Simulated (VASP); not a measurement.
# C (Pm-3m) in VASP: further runs, part 2 of 2

VASP 6.6.1. The steps go on from the part before.

## 5. Relaxation of cell and atoms, PBE, target pressure 49 GPa, at which the enthalpy is minimised

This run uses another cell than the first one, of 6.17 Å³/atom, 1.246 times its volume.

INCAR reads:

```
SYSTEM = C
  PREC = Accurate
  ENCUT = 600
  EDIFF = 1E-7
  ISMEAR = -1
  SIGMA = 0.08
  LREAL = .FALSE.
  LASPH = .TRUE.
  NELM = 80
  ALGO = Normal
  ISIF = 3
  LWAVE = .FALSE.
  LCHARG = .FALSE.
  GGA = PE
  IBRION = 2
  NSW = 60
  EDIFFG = -0.005
  PSTRESS = 490.0
```

KPOINTS reads:

```
regular mesh
0
G
  21 21 21
  0 0 0
```

POSCAR reads:

```
C
1.0
    1.8338342833      0.0000000000      0.0000000000
    0.0000000000      1.8338342833      0.0000000000
    0.0000000000      0.0000000000      1.8338342833
C
1
Direct
    0.0000000000      0.0000000000      0.0000000000
```

Potentials or basis: VASP PAW PBE potentials, release 64 (C).

Run with:

```bash
$ cat potpaw_PBE.64/C/POTCAR > POTCAR
$ mpirun -np 1 vasp_std > vasp.out
```

OUTCAR:

```text
SYSTEM = C
   PREC = Accurate
   ENCUT = 600
   EDIFF = 1E-7
   ISMEAR = -1
   LREAL = .FALSE.
   LASPH = .TRUE.
   NELM = 80
   ISIF = 3
   GGA = PE
   IBRION = 2
   NSW = 60
   EDIFFG = -0.005
   PSTRESS = 490.0

 ion  position               nearest neighbor table
   1  0.000  0.000  0.000-

  LATTYP: Found a simple cubic cell.
 ALAT       =     1.8338342833

  Lattice vectors:

 A1 = (   1.8338342833,   0.0000000000,   0.0000000000)
 A2 = (   0.0000000000,   1.8338342833,   0.0000000000)
 A3 = (   0.0000000000,   0.0000000000,   1.8338342833)

Analysis of symmetry for initial positions (statically):
=====================================================================
 Subroutine PRICEL returns:
 Original cell was already a primitive cell.

 Routine SETGRP: Setting up the symmetry group for a
 simple cubic supercell.

 Subroutine GETGRP returns: Found 48 space group operations
[... 167 lines left out ...]

 val. band max:        9.2660122929   @ k =   0.2381   0.2381   0.0476
 cond. band min:       9.3208380669   @ k =   0.2381   0.0952   0.0000
 fundamental gap:      0.0548257740
 Fermi energy:         9.3021956644

 k-point     1 :       0.0000    0.0000    0.0000
  band No.  band energies     occupation
      1     -11.3198      2.00000
      2      17.8877      0.00000
      3      17.8877      0.00000
      4      17.8877      0.00000
      5      33.8629      0.00000
      6      33.8629      0.00000
[... 428 lines left out ...]
--------------------------------------- Ionic step        7  -------------------------------------------

 number of electron       4.0000000 magnetization

 Free energy of the ion-electron system (eV)
  ---------------------------------------------------
  ext. energy  EPLUGINS =         0.00000000
  ---------------------------------------------------
  free energy    TOTEN  =        -6.38010560 eV

  energy without entropy =       -6.37556903  energy(sigma->0) =       -6.37783732

 E-fermi :  13.0003     XC(G=0): -14.4362

 val. band max:       12.9503966341   @ k =   0.2381   0.1905   0.0476
 cond. band min:      13.0063331835   @ k =   0.4286   0.3810   0.3333
 fundamental gap:      0.0559365494
 Fermi energy:        13.0003021989

 k-point     1 :       0.0000    0.0000    0.0000
  band No.  band energies     occupation
      1     -11.1739      2.00000
      2      23.1768      0.00000
      3      23.1768      0.00000
      4      23.1768      0.00000
      5      39.5905      0.00000
      6      39.5905      0.00000
[... 239 lines left out ...]
  energy  without entropy=       -6.3755690318  energy(sigma->0) =       -6.37783732

  enthalpy is  TOTEN    =        -4.8674026060 eV   P V=        1.5127029951

 reached required accuracy - stopping structural energy minimisation
```

OSZICAR:

```text
N       E                     dE             d eps       ncg     rms          rms(c)
DAV:   1    -0.253831942905E+01   -0.25383E+01   -0.27122E+03  3636   0.733E+02
DAV:   2    -0.638628054142E+01   -0.38480E+01   -0.36128E+01  4428   0.532E+01
DAV:   3    -0.641239415504E+01   -0.26114E-01   -0.26035E-01  4122   0.497E+00
[... 45 lines left out ...]
   6 F= -.48672934E+01 E0= -.48650035E+01  d E =0.364640E-04
       N       E                     dE             d eps       ncg     rms          rms(c)
DAV:   1    -0.638012825277E+01    0.53299E-02   -0.19628E-03  3432   0.431E-01    0.416E-02
DAV:   2    -0.638011247316E+01    0.15780E-04   -0.91317E-06  3792   0.337E-02    0.228E-02
DAV:   3    -0.638010560126E+01    0.68719E-05   -0.11081E-05  3510   0.279E-02    0.244E-03
DAV:   4    -0.638010560103E+01    0.22763E-09   -0.20146E-08  2424   0.206E-03
   7 F= -.48674026E+01 E0= -.48651343E+01  d E =-.727144E-04
```

CONTCAR:

```text
C
   1.00000000000000
     1.7038161208299434   -0.0000000000000000    0.0000000000000000
     0.0000000000000000    1.7038161208299434    0.0000000000000000
    -0.0000000000000000    0.0000000000000000    1.7038161208299434
  C
     1
Direct
     0.0000000000000000    0.0000000000000000    0.0000000000000000

  0.00000000E+00  0.00000000E+00  0.00000000E+00
```

Wall time 29 s (1 thread of Intel Xeon 8259CL, shared host); peak memory 0.12 GiB.

Results:

```
Free energy                                            : -6.3801 eV
Relaxed volume                                         : 4.95 Å³/atom
Relaxed cell                                           : a = 1.704 Å, b = 1.704 Å, c = 1.704 Å, α = 90.00°, β = 90.00°, γ = 90.00°
Space group after relaxing (to 0.05 Å)                 : Pm-3m (No. 221)
Energy change on relaxing (the enthalpy is what falls) : +35.6 meV/atom
Ionic steps                                            : 7
Pressure after relaxing                                : 49.0 GPa
Band gap on the k mesh                                 : zero (band 2 reaches 23.18 eV, above the bottom of band 3 at 11.05 eV)
```

Step by step:
```csv
step,energy change (eV),largest force (eV/Å),pressure (GPa),volume (Å³)
1,0.0000,0.0000,-24.96,6.17
2,0.7847,0.0000,216.29,3.96
3,0.0184,0.0000,42.57,5.01
4,0.0332,0.0000,48.15,4.95
5,0.0401,0.0000,50.63,4.93
6,0.0302,0.0000,47.04,4.96
7,0.0356,0.0000,49.01,4.95
```

Final structure:
```
C
1.0
     1.70382    0.00000    0.00000
     0.00000    1.70382    0.00000
     0.00000    0.00000    1.70382
C
1
Direct
  0.00000 0.00000 0.00000
```

Levels at points of the mesh, in eV from the Fermi level:
| k point | band 1 | band 2 | band 3 | band 4 | band 5 | band 6 |
| --- | --- | --- | --- | --- | --- | --- |
| (0.00, 0.00, 0.00) | -24.17 | 10.18 | 10.18 | 10.18 | 26.59 | 26.59 |

Caveat: the cell is relaxed towards a set pressure, so the enthalpy falls and the energy may rise; the volume moved by over 15 % at a fixed basis, so the end points are rough.

## 6. Summary

```tsv
task	cell	cutoff (eV)	gap on the mesh (eV)	pressure (GPa)
single point	a = 1.704 Å, 1 atom	520	none	49.4
relaxation of cell and atoms	relaxed to 49 GPa from a = 1.704 Å, 1 atom	600	none	49.0
relaxation of cell and atoms	relaxed to 49 GPa from a = 1.834 Å, 1 atom	600	none	49.0
```

Alike in all rows: level PBE; potentials or basis VASP PAW PBE potentials, release 64 (C); no spin polarisation; k mesh 21 × 21 × 21; smearing fermi-dirac 0.08 eV.

Caveats: the cell is relaxed towards a set pressure, so the enthalpy falls and the energy may rise (some runs); the relaxation stopped at its first step, so nothing moved (some runs); the volume moved by over 15 % at a fixed basis, so the end points are rough (some runs).

Absolute energies hang on the potentials; compare differences alone.
